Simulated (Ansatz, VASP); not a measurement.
One calculation of HfO2, two programs

```xyz
12
Lattice="5.1609 0.0000 -0.0054 0.0000 5.2121 0.0000 -0.8931 0.0000 5.2769" Properties=species:S:1:pos:R:3 pbc="T T T"
Hf    0.7904    2.3823    3.7365
Hf    3.0309    4.9883    4.1734
Hf    3.4774    2.8299    1.5350
Hf    1.2369    0.2238    1.0981
O     1.4459    3.8715    5.1513
O     2.3753    1.2654    2.7587
O     2.8219    1.3406    0.1203
O     1.8925    3.9467    2.5128
O     0.0352    1.7130    1.8382
O     4.6791    4.3190    0.7949
O     4.2326    3.4992    3.4333
O    -0.4113    0.8931    4.4767
```

Alike in both runs: task single point; functional PBE; k mesh 4 × 4 × 4; occupations gaussian, width 0.02 eV; no spin polarisation.

|  | VASP | Ansatz |
| --- | --- | --- |
| version | VASP 6.6.1 | Ansatz 0.2.0 |
| potentials or method | VASP PAW PBE potentials, release 64 (Hf_pv, O), cutoff 520 eV | scalar-relativistic, plane waves, PAW |
| valence electrons in the cell | 88 | 152 |

VASP gave:

| Item | Value |
| --- | --- |
| gap on the k mesh at the Fermi level (eV) | 4.00 |
| least direct gap on the mesh (eV) | 4.08 |
| pressure (GPa) | -3.0 |
| traceless stress, the component that is largest in VASP (GPa) | -0.18 |
| rms of the force components (eV/Å) | 0.033 |

**Question.** Estimate Ansatz's values.

**Answer.** gap on the k mesh at the Fermi level (eV): 4.04; least direct gap on the mesh (eV): 4.13; pressure (GPa): 0.0; traceless stress, the component that is largest in VASP (GPa): 0.01; rms of the force components (eV/Å): 0.001.

Atom by atom the forces differ by 0.034 eV/Å (rms over components). VASP's potentials hold 88 valence electrons a cell and Ansatz's 152, so a difference there can come from the potentials and not from the codes.

Spin-orbit coupling is off throughout.
